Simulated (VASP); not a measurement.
# AlIn3Sb2 (R-3m) in VASP: a series of runs, part 2 of 2

VASP 6.6.1.

### 4 Relaxation of cell and atoms, PBE

Input file INCAR:

```
SYSTEM = AlIn3Sb2
ALGO     = Normal         ! electronic algorithm
EDIFF    = 1E-7           ! SCF threshold, eV
EDIFFG   = -0.04          ! ionic threshold
ENCUT    = 600            ! plane-wave cutoff, eV
GGA      = PE             ! functional
IBRION   = 2              ! ionic algorithm
ISIF     = 3              ! what is computed and relaxed
ISMEAR   = 0              ! smearing method
LASPH    = .TRUE.         ! aspherical terms in the spheres
LCHARG   = .FALSE.        ! write CHGCAR
LREAL    = .FALSE.        ! projectors in reciprocal space
LWAVE    = .FALSE.        ! write WAVECAR
NELM     = 60             ! most SCF steps
NSW      = 90             ! ionic steps
PREC     = Accurate       ! precision mode
SIGMA    = 0.1            ! smearing width, eV
```

Input file KPOINTS:

```
k-points
0
G
  3 3 3
  0 0 0
```

Input file POSCAR:

```
AlIn3Sb2
1.0
    4.1856628600      2.4165935800      2.9719626900
   -4.1856628600      2.4165935800      2.9719626900
    0.0000000000     -4.8331871600      2.9719626900
Al In Sb
1 3 2
Direct
    0.5000000000      0.5000000000      0.5000000000
    0.0000000000      0.5000000000      0.0000000000
    0.0000000000      0.0000000000      0.5000000000
    0.5000000000      0.0000000000      0.0000000000
    0.7708021400      0.7708021400      0.7708021400
    0.2291978600      0.2291978600      0.2291978600
```

Potentials or basis: VASP PAW PBE potentials, release 64 (Al, In_d, Sb).

Command:

```bash
$ cat potpaw_PBE.64/Al/POTCAR potpaw_PBE.64/In_d/POTCAR potpaw_PBE.64/Sb/POTCAR > POTCAR
$ mpirun -np 1 vasp_std > vasp.out
```

OUTCAR:

```text
SYSTEM = AlIn3Sb2
   EDIFF = 1E-7
   EDIFFG = -0.04
   ENCUT = 600
   GGA = PE
   IBRION = 2
   ISIF = 3
   ISMEAR = 0
   LASPH = .TRUE.
   LREAL = .FALSE.
   NELM = 60
   NSW = 90
   PREC = Accurate

 ion  position               nearest neighbor table
   1  0.500  0.500  0.500-   5 2.41   6 2.41
   2  0.000  0.500  0.000-   5 2.48   6 2.48   3 3.83   3 3.83   4 3.83   4 3.83
   3  0.000  0.000  0.500-   5 2.48   6 2.48   2 3.83   4 3.83   2 3.83   4 3.83
   4  0.500  0.000  0.000-   5 2.48   6 2.48   3 3.83   3 3.83   2 3.83   2 3.83
   5  0.771  0.771  0.771-   1 2.41   2 2.48   4 2.48   3 2.48
   6  0.229  0.229  0.229-   1 2.41   2 2.48   4 2.48   3 2.48

  LATTYP: Found a trigonal (rhomboedric) cell.
 ALAT       =     5.6738223747
 COS(alpha) =    -0.0884463155

  Lattice vectors:

 A1 = (   4.1856628600,   2.4165935800,   2.9719626900)
 A2 = (  -4.1856628600,   2.4165935800,   2.9719626900)
 A3 = (   0.0000000000,  -4.8331871600,   2.9719626900)

Analysis of symmetry for initial positions (statically):
=====================================================================
 Subroutine PRICEL returns:
 Original cell was already a primitive cell.

 Routine SETGRP: Setting up the symmetry group for a
 trigonal (rhombohedral) supercell.

 Subroutine GETGRP returns: Found 12 space group operations
 (whereof 12 operations were pure point group operations)
 out of a pool of 12 trial point group operations.

The static configuration has the point symmetry D_3d.

Analysis of symmetry for dynamics (positions and initial velocities):
=====================================================================
 Subroutine PRICEL returns:
 Original cell was already a primitive cell.

 Routine SETGRP: Setting up the symmetry group for a
 trigonal (rhombohedral) supercell.

 Subroutine GETGRP returns: Found 12 space group operations
 (whereof 12 operations were pure point group operations)
 out of a pool of 12 trial point group operations.

The dynamic configuration has the point symmetry D_3d.

 Subroutine INISYM returns: Found 12 space group operations
 (whereof 12 operations are pure point group operations),
 and found     1 'primitive' translations

----------------------------------------------------------------------------------------

                                     Primitive cell

  volume of cell :     180.3692

  direct lattice vectors                    reciprocal lattice vectors
     4.185662860  2.416593580  2.971962690     0.119455393  0.068967603  0.112159326
    -4.185662860  2.416593580  2.971962690    -0.119455393  0.068967603  0.112159326
     0.000000000 -4.833187160  2.971962690     0.000000000 -0.137935206  0.112159326

  length of vectors
     5.673822375  5.673822375  5.673822376     0.177780301  0.177780301  0.177780301

  position of ions in fractional coordinates (direct lattice)
     0.500000000  0.500000000  0.500000000
     0.000000000  0.500000000  0.000000000
     0.000000000  0.000000000  0.500000000
     0.500000000  0.000000000  0.000000000
     0.770802140  0.770802140  0.770802140
     0.229197860  0.229197860  0.229197860

  ion indices of the primitive-cell ions
   primitive index   ion index
                 1           1
                 2           2
                 3           3
                 4           4
                 5           5
                 6           6

----------------------------------------------------------------------------------------

 KPOINTS: k-points

Automatic generation of k-mesh.
 Grid dimensions read from file:
 generate k-points for:    3    3    3

 Generating k-lattice:

  Cartesian coordinates                     Fractional coordinates (reciprocal lattice)
     0.039818464  0.022989201  0.037386442     0.333333333  0.000000000  0.000000000
    -0.039818464  0.022989201  0.037386442     0.000000000  0.333333333  0.000000000
     0.000000000 -0.045978402  0.037386442     0.000000000  0.000000000  0.333333333

  Length of vectors
     0.059260100  0.059260100  0.059260100

  Shift w.r.t. Gamma in fractional coordinates (k-lattice)
     0.000000000  0.000000000  0.000000000

 Subroutine IBZKPT returns following result:
 ===========================================

 Found      6 irreducible k-points:

 Following reciprocal coordinates:
            Coordinates               Weight
  0.000000  0.000000  0.000000      1.000000
  0.333333  0.000000  0.000000      6.000000
  0.333333  0.333333  0.000000      6.000000
 -0.333333  0.333333  0.000000      6.000000
  0.333333  0.333333  0.333333      2.000000
 -0.333333  0.333333  0.333333      6.000000
   k-points           NKPTS =      6   k-points in BZ     NKDIM =      6   number of bands    NBANDS=     31
   number of dos      NEDOS =    301   number of ions     NIONS =      6
   total plane-waves  NPLWV = 110592
   dimension x,y,z NGX =    48 NGY =   48 NGZ =   48
   dimension x,y,z NGXF=    96 NGYF=   96 NGZF=   96
   ions per type =               1   3   2
   NGX,Y,Z   is equivalent  to a cutoff of  14.06, 14.06, 14.06 a.u.
   NGXF,Y,Z  is equivalent  to a cutoff of  28.13, 28.13, 28.13 a.u.
 SYSTEM =  AlIn3Sb2
   PREC   = accura    normal or accurate (medium, high low for compatibility)
   ISTART =      0    job   : 0-new  1-cont  2-samecut
   ICHARG =      2    charge: 1-file 2-atom 10-const
   ISPIN  =      1    spin polarized calculation?
   LNONCOLLINEAR =      F non collinear calculations
   LSORBIT =      F    spin-orbit coupling
   LASPH  =      T    aspherical Exc in radial PAW
   ENCUT  =  600.0 eV  44.10 Ry    6.64 a.u.  11.33 11.33 11.33*2*pi/ulx,y,z
   NELM   =     60;   NELMIN=  2; NELMDL= -5     # of ELM steps
   EDIFF  = 0.1E-06   stopping-criterion for ELM
   LREAL  =      F    real-space projection
   EDIFFG = -.4E-01   stopping-criterion for IOM
   NSW    =     90    number of steps for IOM
   IBRION =      2    ionic relax: 0-MD 1-quasi-New 2-CG
   NFREE  =      1    steps in history (QN), initial steepest desc. (CG)
   ISIF   =      3    stress and relaxation
   ISYM   =      2    0-nonsym 1-usesym 2-fastsym
   POTIM  = 0.5000    time-step for ionic-motion
   TEBEG  =    0.0;   TEEND  =   0.0 temperature during run
   PSTRESS=    0.0 pullay stress
   NELECT =      52.0000    total number of electrons
   NUPDOWN=      -1.0000    fix difference up-down
   EMIN   =  10.00;   EMAX   =-10.00  energy-range for DOS
   EFERMI =   0.00;   METHOD = LEGACY
   ISMEAR =     0;   SIGMA  =   0.10  broadening in eV -4-tet -1-fermi 0-gaus
   EFERMI_NEDOS =   21; number of points for ismear=-14 and -15
   IALGO  =     38    algorithm
   IMIX   =      4    mixing-type and parameters
     AMIX     =   0.40;   BMIX     =  1.00
     AMIX_MAG =   1.60;   BMIX_MAG =  1.00
  volume/ion in A,a.u.               =      30.06       202.87
  Fermi-wavevector in a.u.,A,eV,Ry     =   1.081488  2.043716 15.913602  1.169617
  Thomas-Fermi vector in A             =   2.217506
   LORBIT       =      0    0 simple, 1 ext, 2 COOP (PROOUT), +10 PAW based schemes
   GGA     = PE    functional components
   LHFCALC =     F    Hartree Fock is set to
   AEXX    =    0.0000 exact exchange contribution
   IVDW    =     0    specifies the selected vdW correction
   LEPSILON=     F    determine dielectric tensor
   LRPA    =     F    only Hartree local field effects (RPA)
 conjugate gradient relaxation of ions
 non-spin polarized calculation
 Gauss-broadening in eV      SIGMA  =   0.10
  energy-cutoff  :      600.00
  volume of cell :      180.37
 maximum number of plane-waves:      6053
 NGX is ok and might be reduce to    48
   NGX = 23   NGY = 23   NGZ = 23

--------------------------------------- Ionic step        1  -------------------------------------------

 number of electron      52.0000012 magnetization

 Free energy of the ion-electron system (eV)
  ---------------------------------------------------
  ext. energy  EPLUGINS =         0.00000000
  ---------------------------------------------------
  free energy    TOTEN  =       -12.09245446 eV

  energy without entropy =      -12.07061967  energy(sigma->0) =      -12.08153707

 E-fermi :   6.2298     XC(G=0):  -9.1117

 val. band max:        6.1895746260   @ k =  -0.3333   0.3333   0.0000
 cond. band min:       6.2710215472   @ k =   0.3333   0.0000   0.0000
 fundamental gap:      0.0814469212
 Fermi energy:         6.2297939837

 k-point     1 :       0.0000    0.0000    0.0000
  band No.  band energies     occupation
      1      -9.9403      2.00000
      2      -9.4832      2.00000
      3      -9.4832      2.00000
      4      -9.2279      2.00000
      5      -9.1603      2.00000
      6      -9.1603      2.00000
[... 306 lines left out ...]
  FREE ENERGIE OF THE ION-ELECTRON SYSTEM (eV)
  ---------------------------------------------------
  free  energy   TOTEN  =       -15.6631915326 eV

  energy  without entropy=      -15.6256870948  energy(sigma->0) =      -15.64443931

[... ionic steps 4 to 17 ...]

--------------------------------------- Ionic step       18  -------------------------------------------

 number of electron      51.9999980 magnetization

------------------------ aborting loop because EDIFF is reached ----------------------------------------
[... 75 lines left out ...]
--------------------------------------- Ionic step       20  -------------------------------------------

 number of electron      51.9999959 magnetization

 Free energy of the ion-electron system (eV)
  ---------------------------------------------------
  ext. energy  EPLUGINS =         0.00000000
  ---------------------------------------------------
  free energy    TOTEN  =       -16.18574688 eV

  energy without entropy =      -16.15666610  energy(sigma->0) =      -16.17120649

 E-fermi :   2.7223     XC(G=0):  -7.4198

 val. band max:        2.7193004163   @ k =  -0.3333   0.3333   0.0000
 cond. band min:       2.7722478455   @ k =   0.3333   0.0000   0.0000
 fundamental gap:      0.0529474293
 Fermi energy:         2.7222556260

 k-point     1 :       0.0000    0.0000    0.0000
  band No.  band energies     occupation
      1     -11.8924      2.00000
      2     -11.8924      2.00000
      3     -11.8908      2.00000
      4     -11.8774      2.00000
      5     -11.8774      2.00000
      6     -11.8634      2.00000
[... 226 lines left out ...]
  FREE ENERGIE OF THE ION-ELECTRON SYSTEM (eV)
  ---------------------------------------------------
  free  energy   TOTEN  =       -16.1857468809 eV

  energy  without entropy=      -16.1566660957  energy(sigma->0) =      -16.17120649

 reached required accuracy - stopping structural energy minimisation
```

Wall time 13 min (1 thread of Intel Xeon Platinum 8259CL at 2.50GHz (Skylake/Cascade Lake), shared host); peak memory 0.36 GiB.

Results:

| Quantity | Value |
| --- | --- |
| Free energy | -16.1857 eV |
| Relaxed volume | 44.98 Å³/atom |
| Relaxed cell | a = 6.715 Å, b = 6.715 Å, c = 6.715 Å, α = 104.06°, β = 104.06°, γ = 104.06° |
| Space group after relaxing (to 0.1 Å) | R-3m (No. 166) |
| Energy gained by relaxing | 682.2 meV/atom |
| Ionic steps | 20 |
| Pressure after relaxing | 0.1 GPa |
| Largest force after relaxing | 0.004 eV/Å |
| Band gap on the k mesh | zero (bands 26 and 27 overlap by 0.16 eV) |

Forces on the atoms (eV/Å):
```
Al   0.000  0.000  0.000
In   0.000  0.000  0.000
In   0.000  0.000  0.000
In   0.000  0.000  0.000
Sb   0.000  0.000 -0.004
Sb   0.000  0.000  0.004
```

Step by step:
| step | energy change (eV) | largest force (eV/Å) | pressure (GPa) | volume (Å³) |
| --- | --- | --- | --- | --- |
| 1 | 0.0000 | 0.1804 | 17.59 | 180.37 |
| 2 | -3.5700 | 0.1425 | -0.17 | 280.35 |
| 3 | -3.5707 | 0.1525 | -0.24 | 281.80 |
| 4 | -3.6758 | 0.0106 | 0.00 | 279.40 |
| 5 | -3.5628 | 2.1918 | 1.88 | 270.75 |
| 6 | -3.7386 | 0.3005 | 0.32 | 277.24 |
| 7 | -3.7471 | 0.9492 | 0.87 | 274.47 |
| 8 | -3.7563 | 0.6052 | 0.60 | 275.77 |
| 9 | -3.8300 | 0.7157 | 0.31 | 282.88 |
| 10 | -3.8699 | 1.0293 | -0.06 | 303.22 |
| 11 | -3.8827 | 0.9450 | 0.07 | 295.97 |
| 12 | -3.9401 | 0.4456 | -0.50 | 301.56 |
| 13 | -3.9472 | 0.2303 | -0.76 | 304.37 |
| 14 | -3.9898 | 0.2172 | -0.68 | 298.61 |
| 15 | -4.0773 | 0.1030 | -0.31 | 281.68 |
| 16 | -4.0782 | 0.0679 | 0.01 | 273.66 |
| 17 | -4.0826 | 0.0295 | -0.16 | 277.58 |
| 18 | -4.0909 | 0.0762 | -0.17 | 274.53 |
| 19 | -4.0913 | 0.1013 | -0.17 | 273.76 |
| 20 | -4.0933 | 0.0036 | 0.05 | 269.87 |

Final structure:
```
CELL_PARAMETERS angstrom
5.29388 3.05642 2.77977
-5.29388 3.05642 2.77977
0.00000 -6.11285 2.77977
ATOMIC_POSITIONS crystal
Al 0.50000 0.50000 0.50000
In 0.00000 0.50000 0.00000
In 0.00000 0.00000 0.50000
In 0.50000 0.00000 0.00000
Sb 0.80687 0.80687 0.80687
Sb 0.19313 0.19313 0.19313
```

Levels at points of the mesh, in eV from the Fermi level:
```tsv
k point	band 22	band 23	band 24	band 25	band 26	band 27	band 28	band 29	band 30	band 31
(0.00, 0.00, 0.00)	-2.94	-2.94	-0.75	-0.57	-0.57	0.60	0.60	0.64	0.93	2.44
```

Caveat: the k points lie up to 0.34 Å⁻¹ apart in the final cell; the volume moved by over 15 % at a fixed basis, so the end points are rough; semilocal functionals underestimate gaps, so a narrow gap can read as zero; spin-orbit coupling is left out, which moves the levels of the heavy elements.

### 5 Single point, PBE

This run uses another cell than the first one, of 45.06 Å³/atom.

Input file INCAR:

```
SYSTEM = AlIn3Sb2
PREC = Accurate
ENCUT = 520
EDIFF = 1E-6
ISMEAR = 0
SIGMA = 0.1
LREAL = .FALSE.
LASPH = .TRUE.
NELM = 100
ALGO = Fast
ISIF = 2
LWAVE = .FALSE.
LCHARG = .TRUE.
GGA = PE
LELF = .TRUE.
LVHAR = .TRUE.
NBANDS = 35
```

Input file KPOINTS:

```
regular mesh
0
G
  6 6 6
  0 0 0
```

Input file POSCAR:

```
AlIn3Sb2
1.0
    5.2942744495      3.0566507786      2.7841988612
   -5.2942744495      3.0566507786      2.7841988612
    0.0000000000     -6.1133015572      2.7841988612
Al In Sb
1 3 2
Direct
    0.5000000000      0.5000000000      0.5000000000
    0.0000000000      0.5000000000      0.0000000000
    0.0000000000      0.0000000000      0.5000000000
    0.5000000000      0.0000000000      0.0000000000
    0.8064197978      0.8064197978      0.8064197978
    0.1935802022      0.1935802022      0.1935802022
```

Command:

```bash
$ cat potpaw_PBE.64/Al/POTCAR potpaw_PBE.64/In_d/POTCAR potpaw_PBE.64/Sb/POTCAR > POTCAR
$ mpirun -np 1 vasp_std > vasp.out
```

Wall time 6.5 min (1 thread of Intel Xeon Platinum 8259CL at 2.50GHz (Skylake/Cascade Lake), shared host); peak memory 0.52 GiB.

Results (log left out):

* Free energy: -16.2384 eV
* Pressure: 0.0 GPa
* Largest force: 0.043 eV/Å
* Band gap on the k mesh: zero (bands 26 and 27 overlap by 0.34 eV)

Forces on the atoms (eV/Å):
```
Al   0.000  0.000  0.000
In   0.000  0.000  0.000
In   0.000  0.000  0.000
In   0.000  0.000  0.000
Sb   0.000  0.000  0.043
Sb   0.000  0.000 -0.043
```

Stress tensor (GPa, compression positive):
```
-0.06  0.00  0.00
 0.00 -0.06  0.00
 0.00  0.00  0.10
```

Levels at points of the mesh, in eV from the Fermi level:
| k point | band 22 | band 23 | band 24 | band 25 | band 26 | band 27 | band 28 | band 29 | band 30 | band 31 |
| --- | --- | --- | --- | --- | --- | --- | --- | --- | --- | --- |
| (0.00, 0.00, 0.00) | -2.98 | -2.98 | -0.82 | -0.62 | -0.62 | 0.55 | 0.55 | 0.59 | 0.89 | 2.40 |
| (0.50, 0.00, 0.00) | -3.37 | -2.87 | -1.38 | -0.31 | -0.26 | 0.15 | 1.00 | 1.14 | 1.18 | 1.40 |
| (0.50, 0.50, 0.00) | -1.97 | -1.57 | -1.17 | -0.66 | -0.13 | 0.57 | 0.60 | 0.95 | 1.31 | 1.52 |
| (0.50, 0.50, 0.50) | -2.65 | -2.65 | -2.31 | 0.05 | 0.05 | 0.59 | 0.59 | 1.22 | 2.18 | 2.18 |

Caveat: semilocal functionals underestimate gaps, so a narrow gap can read as zero; spin-orbit coupling is left out, which moves the levels of the heavy elements.

### 6 The runs side by side

| task | cell | k mesh | cutoff (eV) | gap on the mesh (eV) | pressure (GPa) | largest force (eV/Å) |
| --- | --- | --- | --- | --- | --- | --- |
| single point | a = 5.674 Å, angles 95.1°, 6 atoms, atomic positions A | 3 × 3 × 3 | 520 | none | 17.6 | 0.18 |
| single point | a = 6.721 Å, angles 104.0°, 6 atoms, atomic positions B | 3 × 3 × 3 | 520 | none | 0.1 | 0.03 |
| relaxation of cell and atoms | relaxed from a = 5.674 Å, angles 95.1°, 6 atoms, atomic positions A | 3 × 3 × 3 | 600 | none | 0.1 | - |
| single point | a = 6.717 Å, angles 104.0°, 6 atoms, atomic positions B | 6 × 6 × 6 | 520 | none | 0.0 | 0.04 |

Alike in all rows: level PBE; potentials or basis VASP PAW PBE potentials, release 64 (Al, In_d, Sb); no spin polarisation; smearing gaussian 0.1 eV.

Caveats: some runs use coarse meshes; semilocal functionals underestimate gaps, so a narrow gap can read as zero; spin-orbit coupling is left out, which moves the levels of the heavy elements; the volume moved by over 15 % at a fixed basis, so the end points are rough (at least some runs).

Total energies depend on the potentials used, so only differences within one code and one set of settings carry meaning.
